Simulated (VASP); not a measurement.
Runs of VASP 6.6.1 on AgCl. The structure is that of space group Pm-3m (No. 221), or close to it. The cells are those of the table. 

```csv
cell,gap on the mesh (eV),pressure (GPa)
"a = 3.566 Å, 2 atoms",0.41,-7.6
"a = 3.479 Å, 2 atoms",0.40,-6.0
"a = 3.291 Å, 2 atoms",0.48,(a)
"a = 3.434 Å, 2 atoms",0.41,(b)
"a = 3.523 Å, 2 atoms",0.40,-6.9
"a = 3.388 Å, 2 atoms",0.42,-2.9
"a = 3.340 Å, 2 atoms",0.44,-0.6
```

Alike in all rows: task single point; level PBEsol; potentials or basis VASP PAW PBE potentials, release 64 (Ag, Cl); no spin polarisation; k mesh 6 × 6 × 6; cutoff (eV) 520; smearing gaussian 0.01 eV.

Problem. Estimate the missing entries.

Solution. (a) 2.5; (b) -4.7.

Caveats: the PAW data sets were made with another functional, which shifts forces and pressure a little; the cell stands under tension (at least some runs).

A k mesh can miss the band edges, and the runs leave out spin-orbit coupling on Ag.
